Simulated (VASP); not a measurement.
Input of a VASP 6.6.1 run:

Contents of INCAR:

```
ALGO     = Normal         # electronic algorithm
EDIFF    = 1E-6           # SCF threshold, eV
ENCUT    = 600            # plane-wave cutoff, eV
GGA      = PE             # functional
GGA_COMPAT= F            
ISIF     = 2              # what is computed and relaxed
ISMEAR   = 0              # smearing method
LASPH    = T              # aspherical terms in the spheres
LCHARG   = T              # write CHGCAR
LELF     = T              # ELF
LMAXMIX  = 6              # l up to which the mixer works
LREAL    = F              # projectors in reciprocal space
LVHAR    = T            
LWAVE    = F              # write WAVECAR
NBANDS   = 16             # bands
NELM     = 200            # most SCF steps
PREC     = Accurate       # precision mode
SIGMA    = 0.1            # smearing width, eV
```

Contents of KPOINTS:

```
k-points
0
Gamma
  10 10 10
```

The input POSCAR:

```
TmHOs
1.0
    3.4087936717      0.0000000000      0.0000000000
    0.0000000000      3.4087936717      0.0000000000
    0.0000000000      0.0000000000      3.5511610444
Tm H Os
1 1 1
Direct
    0.5000000000      0.5000000000      0.5000000000
    0.0000000000      0.0000000000      0.5000000000
    0.0000000000      0.0000000000      0.0000000000
```

Potentials or basis: VASP PAW PBE potentials, release 64 (Tm_3, H, Os), 4f in core.

Launch:

```bash
$ cat potpaw_PBE.64/Tm_3/POTCAR potpaw_PBE.64/H/POTCAR potpaw_PBE.64/Os/POTCAR > POTCAR
$ mpirun -np 1 vasp_std > vasp.out
```

(1) Predict the pressure.

(2) Estimate the band gap on the k mesh.

Answers

(1) 1.0 GPa.

(2) zero (bands 9 and 10 overlap by 1.75 eV).

Caveat: spin-orbit coupling is left out, which moves the levels of the heavy elements; the 4f electrons are frozen in the core, so they carry no moment and show no levels.
